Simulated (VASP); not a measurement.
# Nb4P3 (P4/mmm) in VASP: single point with PBE

Aim: the single point of Nb4P3 with PBE.

All numbers are computed with VASP 6.6.1; they aren't measurements. Logs are shortened: lines on timing, memory, paths and dates and some standing lists are left out, and cuts for length are marked.

### 1 The cell of the first run

It takes space group P4/mmm (No. 123, tetragonal). The conventional cell has a = 3.525 Å, b = 3.525 Å, c = 9.768 Å, α = 90.00°, β = 90.00°, γ = 90.00°. Within 3.1 Å of Nb (site symmetry 4/mmm) lie 2 P at 2.38 Å. Within 3.3 Å of Nb (site symmetry 4mm) lie 5 P at 2.49 to 2.52 Å. Nb (site symmetry 4/mmm) has 6 P at 2.49 to 2.50 Å within 3.3 Å. P (site symmetry 4mm) has 6 Nb at 2.38 to 2.50 Å within 3.1 Å. P (site symmetry 4/mmm) has 6 Nb at 2.49 to 2.52 Å within 3.3 Å.

### 2 Single point, PBE, collinear spin (atoms taken out)

File INCAR:

```
SYSTEM = Nb4P3
ALGO     = Normal         ! electronic algorithm
EDIFF    = 1E-6           ! SCF threshold, eV
ENCUT    = 520            ! plane-wave cutoff, eV
GGA      = PE             ! functional
ISIF     = 2              ! what is computed and relaxed
ISMEAR   = 0              ! smearing method
ISPIN    = 2              ! spin polarisation
LASPH    = .True.         ! aspherical terms in the spheres
LCHARG   = .False.        ! write CHGCAR
LMAXMIX  = 4              ! l up to which the mixer works
LORBIT   = 11             ! projections on sites
LREAL    = .False.        ! projectors in reciprocal space
LWAVE    = .False.        ! write WAVECAR
MAGMOM   = 1 1 1 1 0 0 0  ! initial moments
NBANDS   = 46             ! bands
NELM     = 150            ! most SCF steps
PREC     = Accurate       ! precision mode
SIGMA    = 0.1            ! smearing width, eV
```

File KPOINTS:

```
k-points
0
Gamma
  6 6 2
  0 0 0
```

File POSCAR:

```
Nb4P3
1.0
    3.5249656364      0.0000000000      0.0000000000
    0.0000000000      3.5249656364      0.0000000000
    0.0000000000      0.0000000000      9.7675786387
Nb P
4 3
Direct
    0.0000000000      0.0000000000      0.0000000000
    0.5000000000      0.5000000000      0.7576343155
    0.0000000000      0.0000000000      0.5000000000
    0.5000000000      0.5000000000      0.2423656845
    0.0000000000      0.0000000000      0.7563742513
    0.5000000000      0.5000000000      0.5000000000
    0.0000000000      0.0000000000      0.2436257487
```

Potentials or basis: VASP PAW PBE potentials, release 64 (Nb_sv, P).

On the command line:

```bash
$ cat potpaw_PBE.64/Nb_sv/POTCAR potpaw_PBE.64/P/POTCAR > POTCAR
$ mpirun -np 1 vasp_std > vasp.out
```

OUTCAR:

```text
SYSTEM = Nb4P3
   EDIFF = 1E-6
   ENCUT = 520
   GGA = PE
   ISIF = 2
   ISMEAR = 0
   ISPIN = 2
   LASPH = .True.
   LORBIT = 11
   LREAL = .False.
   NELM = 150
   PREC = Accurate

 ion  position               nearest neighbor table
   1  0.000  0.000  0.000-   5 2.38   7 2.38
   2  0.500  0.500  0.758-   5 2.49   5 2.49   5 2.49   5 2.49   6 2.52
   3  0.000  0.000  0.500-   6 2.49   6 2.49   6 2.49   6 2.49   7 2.50   5 2.50
   4  0.500  0.500  0.242-   7 2.49   7 2.49   7 2.49   7 2.49   6 2.52
   5  0.000  0.000  0.756-   1 2.38   2 2.49   2 2.49   2 2.49   2 2.49   3 2.50
   6  0.500  0.500  0.500-   3 2.49   3 2.49   3 2.49   3 2.49   4 2.52   2 2.52
   7  0.000  0.000  0.244-   1 2.38   4 2.49   4 2.49   4 2.49   4 2.49   3 2.50

  LATTYP: Found a simple tetragonal cell.
 ALAT       =     3.5249656364
 C/A-ratio  =     2.7709713076

  Lattice vectors:

 A1 = (   3.5249656364,   0.0000000000,   0.0000000000)
 A2 = (   0.0000000000,   3.5249656364,   0.0000000000)
 A3 = (   0.0000000000,   0.0000000000,   9.7675786387)

Analysis of symmetry for initial positions (statically):
=====================================================================
 Subroutine PRICEL returns:
 Original cell was already a primitive cell.

 Routine SETGRP: Setting up the symmetry group for a
 simple tetragonal supercell.

 Subroutine GETGRP returns: Found 16 space group operations
 (whereof 16 operations were pure point group operations)
 out of a pool of 16 trial point group operations.

The static configuration has the point symmetry D_4h.

Analysis of symmetry for dynamics (positions and initial velocities):
=====================================================================
 Subroutine PRICEL returns:
 Original cell was already a primitive cell.

 Routine SETGRP: Setting up the symmetry group for a
 simple tetragonal supercell.

 Subroutine GETGRP returns: Found 16 space group operations
 (whereof 16 operations were pure point group operations)
 out of a pool of 16 trial point group operations.

The dynamic configuration has the point symmetry D_4h.

Analysis of structural, dynamic, and magnetic symmetry:
=====================================================================
 Subroutine PRICEL returns:
 Original cell was already a primitive cell.

 Routine SETGRP: Setting up the symmetry group for a
 simple tetragonal supercell.

 Subroutine GETGRP returns: Found 16 space group operations
 (whereof 16 operations were pure point group operations)
 out of a pool of 16 trial point group operations.

The overall configuration has the point symmetry D_4h.

 Subroutine INISYM returns: Found 16 space group operations
 (whereof 16 operations are pure point group operations),
 and found     1 'primitive' translations

----------------------------------------------------------------------------------------

                                     Primitive cell

  volume of cell :     121.3659

  direct lattice vectors                    reciprocal lattice vectors
     3.524965636  0.000000000  0.000000000     0.283690709  0.000000000  0.000000000
     0.000000000  3.524965636  0.000000000     0.000000000  0.283690709  0.000000000
     0.000000000  0.000000000  9.767578639     0.000000000  0.000000000  0.102379519

  length of vectors
     3.524965636  3.524965636  9.767578639     0.283690709  0.283690709  0.102379519

  position of ions in fractional coordinates (direct lattice)
     0.000000000  0.000000000  0.000000000
     0.500000000  0.500000000  0.757634315
     0.000000000  0.000000000  0.500000000
     0.500000000  0.500000000  0.242365685
     0.000000000  0.000000000  0.756374251
     0.500000000  0.500000000  0.500000000
     0.000000000  0.000000000  0.243625749

  ion indices of the primitive-cell ions
   primitive index   ion index
                 1           1
                 2           2
                 3           3
                 4           4
                 5           5
                 6           6
                 7           7

----------------------------------------------------------------------------------------

 KPOINTS: k-points

Automatic generation of k-mesh.
 Grid dimensions read from file:
 generate k-points for:    6    6    2

 Generating k-lattice:

  Cartesian coordinates                     Fractional coordinates (reciprocal lattice)
     0.047281785  0.000000000  0.000000000     0.166666667  0.000000000  0.000000000
     0.000000000  0.047281785  0.000000000     0.000000000  0.166666667  0.000000000
     0.000000000  0.000000000  0.051189759     0.000000000  0.000000000  0.500000000

  Length of vectors
     0.047281785  0.047281785  0.051189759

  Shift w.r.t. Gamma in fractional coordinates (k-lattice)
     0.000000000  0.000000000  0.000000000

 Subroutine IBZKPT returns following result:
 ===========================================

 Found     20 irreducible k-points:

 Following reciprocal coordinates:
            Coordinates               Weight
  0.000000  0.000000  0.000000      1.000000
  0.166667  0.000000  0.000000      4.000000
  0.333333  0.000000  0.000000      4.000000
  0.500000  0.000000  0.000000      2.000000
  0.166667  0.166667  0.000000      4.000000
  0.333333  0.166667  0.000000      8.000000
[... 12 lines left out ...]
  0.500000  0.333333  0.500000      4.000000
  0.500000  0.500000  0.500000      1.000000
   k-points           NKPTS =     20   k-points in BZ     NKDIM =     20   number of bands    NBANDS=     46
   number of dos      NEDOS =    301   number of ions     NIONS =      7
   total plane-waves  NPLWV =  62720
   dimension x,y,z NGX =    28 NGY =   28 NGZ =   80
   dimension x,y,z NGXF=    56 NGYF=   56 NGZF=  160
   ions per type =               4   3
   NGX,Y,Z   is equivalent  to a cutoff of  13.21, 13.21, 13.62 a.u.
   NGXF,Y,Z  is equivalent  to a cutoff of  26.41, 26.41, 27.23 a.u.
 SYSTEM =  Nb4P3
   PREC   = accura    normal or accurate (medium, high low for compatibility)
   ISTART =      0    job   : 0-new  1-cont  2-samecut
   ICHARG =      2    charge: 1-file 2-atom 10-const
   ISPIN  =      2    spin polarized calculation?
   LNONCOLLINEAR =      F non collinear calculations
   LSORBIT =      F    spin-orbit coupling
   LASPH  =      T    aspherical Exc in radial PAW
   ENCUT  =  520.0 eV  38.22 Ry    6.18 a.u.   6.55  6.55 18.16*2*pi/ulx,y,z
   NELM   =    150;   NELMIN=  2; NELMDL= -5     # of ELM steps
   EDIFF  = 0.1E-05   stopping-criterion for ELM
   LREAL  =      F    real-space projection
   EDIFFG = 0.1E-04   stopping-criterion for IOM
   NSW    =      0    number of steps for IOM
   IBRION =     -1    ionic relax: 0-MD 1-quasi-New 2-CG
   NFREE  =      0    steps in history (QN), initial steepest desc. (CG)
   ISIF   =      2    stress and relaxation
   ISYM   =      2    0-nonsym 1-usesym 2-fastsym
   POTIM  = 0.5000    time-step for ionic-motion
   TEBEG  =    0.0;   TEEND  =   0.0 temperature during run
   PSTRESS=    0.0 pullay stress
   NELECT =      67.0000    total number of electrons
   NUPDOWN=      -1.0000    fix difference up-down
   EMIN   =  10.00;   EMAX   =-10.00  energy-range for DOS
   EFERMI =   0.00;   METHOD = LEGACY
   ISMEAR =     0;   SIGMA  =   0.10  broadening in eV -4-tet -1-fermi 0-gaus
   EFERMI_NEDOS =   21; number of points for ismear=-14 and -15
   IALGO  =     38    algorithm
   IMIX   =      4    mixing-type and parameters
     AMIX     =   0.40;   BMIX     =  1.00
     AMIX_MAG =   1.60;   BMIX_MAG =  1.00
  volume/ion in A,a.u.               =      17.34       117.00
  Fermi-wavevector in a.u.,A,eV,Ry     =   1.342974  2.537852 24.539176  1.803579
  Thomas-Fermi vector in A             =   2.471085
   LORBIT       =     11    0 simple, 1 ext, 2 COOP (PROOUT), +10 PAW based schemes
   GGA     = PE    functional components
   LHFCALC =     F    Hartree Fock is set to
   AEXX    =    0.0000 exact exchange contribution
   IVDW    =     0    specifies the selected vdW correction
   LEPSILON=     F    determine dielectric tensor
   LRPA    =     F    only Hartree local field effects (RPA)
 spin polarized calculation
 Gauss-broadening in eV      SIGMA  =   0.10
  energy-cutoff  :      520.00
  volume of cell :      121.37
 maximum number of plane-waves:      3301
 NGX is ok and might be reduce to    28
   NGX = 13   NGY = 13   NGZ = 37

 number of electron      67.0000000 magnetization       0.0028665

 number of electron      67.0000000 magnetization      -0.0010326

 Free energy of the ion-electron system (eV)
  ---------------------------------------------------
  ext. energy  EPLUGINS =         0.00000000
  ---------------------------------------------------
  free energy    TOTEN  =       -60.07796544 eV

  energy without entropy =      -60.05092398  energy(sigma->0) =      -60.06444471

 E-fermi :  10.4513     XC(G=0): -11.7138

 val. band max:       10.4479295748   @ k =   0.3333   0.0000   0.0000
 cond. band min:      10.4897656683   @ k =   0.1667   0.1667   0.5000
 fundamental gap:      0.0418360935
 Fermi energy:        10.4513429785

 spin component 1

 k-point     1 :       0.0000    0.0000    0.0000
  band No.  band energies     occupation
      1     -45.1439      1.00000
      2     -45.0701      1.00000
      3     -45.0688      1.00000
      4     -44.6725      1.00000
      5     -21.3311      1.00000
      6     -21.2505      1.00000
[... 37 lines left out ...]
     44      12.4905      0.00000
     45      13.2207      0.00000
[... 870 lines left out ...]
      4     -44.6590      1.00000
      5     -21.4033      1.00000
      6     -21.4033      1.00000
[... 37 lines left out ...]
     44      13.0101      0.00000
     45      13.1629      0.00000
 Fermi energy:        10.4513429785

 spin component 2

 k-point     1 :       0.0000    0.0000    0.0000
  band No.  band energies     occupation
      1     -45.1442      1.00000
      2     -45.0701      1.00000
      3     -45.0688      1.00000
      4     -44.6726      1.00000
      5     -21.3314      1.00000
      6     -21.2507      1.00000
[... 37 lines left out ...]
     44      12.4905      0.00000
     45      13.2207      0.00000
[... 870 lines left out ...]
      4     -44.6591      1.00000
      5     -21.4036      1.00000
      6     -21.4036      1.00000
[... 37 lines left out ...]
     44      13.0101      0.00000
     45      13.1623      0.00000
 [bands above 45 left out]

------------------------ aborting loop because EDIFF is reached ----------------------------------------

  FORCE on cell =-STRESS in cart. coord.  units (eV):
  Direction    XX          YY          ZZ          XY          YZ          ZX
  --------------------------------------------------------------------------------------
  -------------------------------------------------------------------------------------
  Total       -0.2892272     -0.2892272     -0.1728270      0.0000000      0.0000000      0.0000000
  in kB       -3.8181501     -3.8181501     -2.2815259      0.0000000      0.0000000      0.0000000
  external PRESSURE =      -3.3059420 kB  Pullay stress =       0.0000000 kB

 VOLUME and BASIS-vectors are now :
 -----------------------------------------------------------------------------
  energy-cutoff  :      520.00
  volume of cell :      121.37
      direct lattice vectors                 reciprocal lattice vectors
     3.524965636  0.000000000  0.000000000     0.283690709  0.000000000  0.000000000
     0.000000000  3.524965636  0.000000000     0.000000000  0.283690709  0.000000000
     0.000000000  0.000000000  9.767578639     0.000000000  0.000000000  0.102379519

 POSITION                                       TOTAL-FORCE (eV/Angst)
 -----------------------------------------------------------------------------------
      0.00000      0.00000      0.00000         0.000000     -0.000000     -0.000000
      1.76248      1.76248      7.40025         0.000000      0.000000      0.031318
      0.00000      0.00000      4.88379         0.000000     -0.000000     -0.000000
      1.76248      1.76248      2.36733        -0.000000     -0.000000     -0.031318
      0.00000      0.00000      7.38794         0.000000     -0.000000     -0.037554
      1.76248      1.76248      4.88379         0.000000     -0.000000     -0.000000
      0.00000      0.00000      2.37963         0.000000     -0.000000      0.037554
 -----------------------------------------------------------------------------------
    total drift:                                0.000000      0.000000     -0.000000

  FREE ENERGIE OF THE ION-ELECTRON SYSTEM (eV)
  ---------------------------------------------------
  free  energy   TOTEN  =       -60.0779654411 eV

  energy  without entropy=      -60.0509239792  energy(sigma->0) =      -60.06444471

 total charge

# of ion       s       p       d       tot
------------------------------------------
    1        2.143   5.988   2.406  10.537
    2        2.143   6.005   2.495  10.642
    3        2.144   6.020   2.548  10.712
    4        2.143   6.005   2.495  10.642
    5        1.025   1.589   0.000   2.614
    6        1.020   1.570   0.000   2.590
    7        1.025   1.589   0.000   2.614
--------------------------------------------------
tot         11.642  28.765   9.943  50.351

 magnetization (x)

# of ion       s       p       d       tot
------------------------------------------
    1        0.000   0.000  -0.000   0.000
    2       -0.000  -0.000  -0.000  -0.000
    3       -0.000  -0.000  -0.000  -0.000
    4       -0.000  -0.000  -0.000  -0.000
    5        0.000   0.000   0.000   0.000
    6        0.000  -0.000   0.000   0.000
    7        0.000   0.000   0.000   0.000
--------------------------------------------------
tot          0.000  -0.000  -0.000  -0.000
```

Wall time 5.5 min (1 thread of Intel Xeon Platinum 8259CL at 2.50GHz (Skylake/Cascade Lake), shared host); peak memory 0.37 GiB.

Results:

```yaml
Free_energy: -60.0780 eV
Pressure: -0.3 GPa
Largest_force: 0.038 eV/Å
Net_moment: 0.00 μB per cell
Valence_electrons_inside_the_program's_atomic_spheres: Nb 10.54, 10.64, 10.71 (each value once); P 2.61, 2.59 (each value once)
```

Forces in eV/Å, atoms in the order of the input:
```
Nb   0.000  0.000  0.000
Nb   0.000  0.000  0.031
Nb   0.000  0.000  0.000
Nb   0.000  0.000 -0.031
P    0.000  0.000 -0.038
P    0.000  0.000  0.000
P    0.000  0.000  0.038
```

Levels at points of the mesh, in eV from the Fermi level:
Spin up:
```
           k point  band 30  band 31  band 32  band 33  band 34  band 35  band 36  band 37
(0.00, 0.00, 0.00)    -2.21    -1.34    -1.34    -1.10    -0.97    -0.97    -0.67    -0.60
(0.50, 0.00, 0.00)    -1.31    -0.83     0.04     0.13     0.41     1.17     1.21     1.44
(0.50, 0.50, 0.00)    -1.89    -1.72    -0.34    -0.34     0.19     0.71     1.16     1.16
(0.00, 0.00, 0.50)    -2.18    -1.83    -1.83    -1.08    -0.74    -0.49    -0.42    -0.42
(0.50, 0.00, 0.50)    -1.12    -0.94    -0.22     0.46     0.99     1.03     1.16     1.27
(0.50, 0.50, 0.50)    -2.67    -1.44    -0.66    -0.66     0.38     1.29     1.31     1.31
```
Spin down:
```csv
k point,band 31,band 32,band 33,band 34,band 35,band 36
"(0.00, 0.00, 0.00)",-1.34,-1.34,-1.10,-0.97,-0.97,-0.67
"(0.50, 0.00, 0.00)",-0.83,0.04,0.13,0.41,1.17,1.21
"(0.50, 0.50, 0.00)",-1.72,-0.34,-0.34,0.19,0.71,1.16
"(0.00, 0.00, 0.50)",-1.83,-1.83,-1.08,-0.74,-0.49,-0.42
"(0.50, 0.00, 0.50)",-0.94,-0.22,0.46,0.99,1.03,1.16
"(0.50, 0.50, 0.50)",-1.44,-0.66,-0.66,0.38,1.29,1.31
```

Caveat: the cell differs from its parent crystal (atoms taken out).
